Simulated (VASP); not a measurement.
A run of VASP 6.6.1 is set up as follows.

Contents of INCAR:

```
SYSTEM = Ir
PREC = Accurate ; ENCUT = 500
EDIFF = 1E-6 ; ISMEAR = -1
SIGMA = 0.13605693000000002 ; LREAL = .FALSE.
LASPH = .TRUE. ; NELM = 120
ALGO = Normal ; ISIF = 2
LWAVE = .FALSE. ; LCHARG = .TRUE.
GGA = PE ; LELF = .TRUE.
LVHAR = .TRUE. ; NBANDS = 16
GGA_COMPAT = .FALSE.
```

File KPOINTS:

```
regular mesh
0
G
  8 8 8
  0 0 0
```

File POSCAR:

```
Ir
1.0
    0.0000000000      2.7831470666      2.7831470666
    2.7831470666      0.0000000000      2.7831470666
    2.7831470666      2.7831470666      0.0000000000
Ir
2
Direct
    0.0000000000      0.0000000000      0.0000000000
    0.2500000000      0.2500000000      0.2500000000
```

Potentials or basis: VASP PAW PBE potentials, release 64 (Ir).

The run is started by

```bash
$ cat potpaw_PBE.64/Ir/POTCAR > POTCAR
$ mpirun -np 1 vasp_std > vasp.out
```

Q: What does it give for the pressure?

A: 0.0 GPa.

Q: Estimate the band gap on the k mesh.

A: Zero (band 9 reaches 6.24 eV, above the bottom of band 10 at 4.85 eV).

Caveat: spin-orbit coupling is left out, which moves the levels of the heavy elements.
